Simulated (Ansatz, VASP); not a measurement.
Given: the input of a run of Ansatz 0.2.0 on Sb.

File input.yaml:

```yaml
crystal:
  lattice:
    - [2.1542, 1.2437279499, 3.68284]
    - [-2.1542, 1.2437279499, 3.68284]
    - [0.0, -2.4874558998, 3.68284]
  atoms:
    - { symbol: Sb, position: [0.76651, 0.76651, 0.76651] }
    - { symbol: Sb, position: [0.23349, 0.23349, 0.23349] }
hamiltonian:
  xc: pbe
  pseudopotentials: { kind: paw }
kpoints:
  mp_grid: { grid: [6, 6, 6] }
scf:
  occupations: { method: fermi_dirac, width: 0.05 }
output:
  forces: true
  stress: true
  eigenvalues: true
```

Potentials or basis: Ansatz PAW.

Command:

```bash
$ ansatz run input.yaml --threads 2 --pin off --max-ram 5632MiB --backend cpu --events-out ev --progress --plain --runs-dir out
```

Q: Set up the same calculation for VASP 6.6.1. Potentials there: VASP PAW PBE potentials, release 64 (Sb).

A: As run (the cutoff follows the program's own potentials):

INCAR

```
SYSTEM = Sb
  PREC = Accurate
  ENCUT = 520
  EDIFF = 1E-6
  ISMEAR = -1
  SIGMA = 0.05
  LREAL = .False.
  LASPH = .True.
  NELM = 60
  ALGO = Normal
  ISIF = 2
  LWAVE = .False.
  LCHARG = .True.
  GGA = PE
  LELF = .True.
  LVHAR = .True.
  NBANDS = 12
```

KPOINTS

```
regular mesh
0
Gamma
  6 6 6
  0 0 0
```

Contents of POSCAR:

```
Sb
1.0
    2.1542000000      1.2437279499      3.6828400000
   -2.1542000000      1.2437279499      3.6828400000
    0.0000000000     -2.4874558998      3.6828400000
Sb
2
Direct
    0.7665100000      0.7665100000      0.7665100000
    0.2334900000      0.2334900000      0.2334900000
```

Potentials or basis: VASP PAW PBE potentials, release 64 (Sb).

Launch:

```console
$ cat potpaw_PBE.64/Sb/POTCAR > POTCAR
$ mpirun -np 1 vasp_std > vasp.out
```

Both were run:

|  | VASP | Ansatz | Ansatz less VASP |
| --- | --- | --- | --- |
| gap on the k mesh at the Fermi level (eV) | none | none | - |
| pressure (GPa) | 4.0 | 3.9 | -0.09 |
| traceless stress, the component that is largest in VASP (GPa) | 0.14 | 0.17 | +0.029 |
| rms of the force components (eV/Å) | 0.140 | 0.115 | -0.0245 |

Atom by atom the forces differ by 0.025 eV/Å (rms over components). A gap of «none» marks a metal or a gap that the smearing closes. With one functional, cell and mesh, what is left measures potentials, basis and numerics. VASP's potentials hold 10 valence electrons a cell and Ansatz's 30, so a difference there can come from the potentials and not from the codes.

Neither program's run includes spin-orbit coupling.
